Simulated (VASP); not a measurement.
Crystal: Zn.

```
Zn
1.0
     2.66563    0.00000    0.00000
    -1.33282    2.30851    0.00000
     0.00000    0.00000    4.96874
Zn
2
Direct
  0.33333 0.66667 0.25000
  0.66667 0.33333 0.75000
```

Base run:

| Property | Result |
| --- | --- |
| Program | VASP 6.6.1 |
| Functional | PBEsol |
| Potentials or basis | VASP PAW PBE potentials, release 64 (Zn) |
| Cutoff | 520 eV |
| k mesh | 18 × 18 × 9 |
| Occupations | fermi-dirac, width 0.03 eV |
| Spin | no spin polarisation |

Its results: band gap on the k mesh zero (bands 12 and 13 overlap by 4.71 eV); pressure -5.3 GPa.

Task: The run is repeated on the same cell with these changes: cutoff from 520 eV to 400 eV; further incar settings from ALGO = Normal; EDIFF = 1e-07; NBANDS = 19 to ALGO = Normal; EDIFF = 1e-08; NBANDS = 19. What comes out?

Result: Band gap on the k mesh zero (bands 12 and 13 overlap by 4.71 eV); pressure -6.0 GPa.

Caveats: the cell stands under tension; the PAW data sets were made with another functional, which shifts forces and pressure a little.
